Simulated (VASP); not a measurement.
A run of VASP 6.6.1 is set up as follows.

INCAR

```
SYSTEM = TiTe2
  PREC = Accurate
  ENCUT = 600
  EDIFF = 1E-7
  ISMEAR = 0
  SIGMA = 0.03
  LREAL = .FALSE.
  LASPH = .TRUE.
  NELM = 100
  ALGO = Normal
  ISIF = 3
  LWAVE = .FALSE.
  LCHARG = .FALSE.
  GGA = PE
  IBRION = 2
  NSW = 80
  EDIFFG = -0.002
  PSTRESS = 80.0
```

Contents of KPOINTS:

```
regular mesh
0
G
  12 12 8
  0 0 0
```

Contents of POSCAR:

```
TiTe2
1.0
    3.6423901924      0.0000000000      0.0000000000
   -1.8211950962      3.1544024371      0.0000000000
    0.0000000000      0.0000000000      6.2683169134
Ti Te
1 2
Direct
    0.0000000000      0.0000000000      0.0000000000
    0.3333333333      0.6666666667      0.2769674296
    0.6666666667      0.3333333333      0.7230325704
```

Potentials or basis: VASP PAW PBE potentials, release 64 (Ti_sv, Te).

Launch:

```console
$ cat potpaw_PBE.64/Ti_sv/POTCAR potpaw_PBE.64/Te/POTCAR > POTCAR
$ mpirun -np 1 vasp_std > vasp.out
```

(1) What does it give for the relaxed cell?

(2) Predict the band gap on the k mesh.

(3) Predict the relaxed volume.

## Answers

(1) a = 3.607 Å, b = 3.607 Å, c = 6.200 Å, α = 90.00°, β = 90.00°, γ = 120.00°.

(2) zero (band 12 reaches 9.16 eV, above the bottom of band 13 at 8.30 eV).

(3) 23.29 Å³/atom.

Caveat: the cell is relaxed towards a set pressure, so the enthalpy falls and the energy may rise; spin-orbit coupling is left out, which moves the levels of the heavy elements.
